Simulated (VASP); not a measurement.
Here is a VASP 6.6.1 calculation.

INCAR

```
SYSTEM = ZnCd2Se3
PREC = Accurate ; ENCUT = 520
EDIFF = 1E-7 ; ISMEAR = 0
SIGMA = 0.1 ; LREAL = .FALSE.
LASPH = .TRUE. ; NELM = 60
ALGO = Normal ; ISIF = 2
LWAVE = .FALSE. ; LCHARG = .FALSE.
GGA = PE ; NBANDS = 66
```

KPOINTS

```
Automatic mesh
0
G
  6 6 1
  0 0 0
```

POSCAR

```
ZnCd2Se3
1.0
    4.2628865953      0.0003233332     -0.0001584796
   -2.1311615668      3.6904821361      0.0001992264
   -0.0007413704      0.0006549340     21.0943539076
Zn Cd Se
2 4 6
Direct
    0.0003479500      0.0005224508      0.9928641042
    0.6670617729      0.3339669583      0.8401491091
   -0.0005733224     -0.0009262457      0.3308314466
   -0.0007729454     -0.0005287599      0.6780668757
    0.6674691740      0.3344140420      0.1573193790
    0.6665039783      0.3325337219      0.5043493222
    0.0008376570      0.0011356134      0.1106787314
   -0.0000879056     -0.0006417970      0.4574595371
    0.0003241614      0.0005575170      0.8051197234
    0.6660677681      0.3324129182      0.2839349938
    0.6658558752      0.3327272658      0.6309638007
    0.6669658365      0.3338263154      0.9582609769
```

Potentials or basis: VASP PAW PBE potentials, release 64 (Zn, Cd, Se).

Run with:

```sh
$ cat potpaw_PBE.64/Zn/POTCAR potpaw_PBE.64/Cd/POTCAR potpaw_PBE.64/Se/POTCAR > POTCAR
$ mpirun -np 1 vasp_std > vasp.out
```

Q: What does it give for the largest force?

A: 0.016 eV/Å.

Q: What does it give for the pressure?

A: 0.2 GPa.

Q: Predict the band gap on the k mesh.

A: 0.57 eV.

Forces in eV/Å, atoms in the order of the input:
```
Zn   0.000  0.000 -0.003
Zn   0.000 -0.001 -0.005
Cd   0.000  0.001  0.005
Cd   0.001  0.000  0.003
Cd   0.000 -0.001  0.003
Cd   0.000  0.001  0.002
Se   0.000 -0.001 -0.015
Se   0.000 -0.001 -0.004
Se   0.000  0.000  0.015
Se   0.000  0.001 -0.004
Se   0.000  0.000 -0.001
Se   0.000  0.000  0.005
```
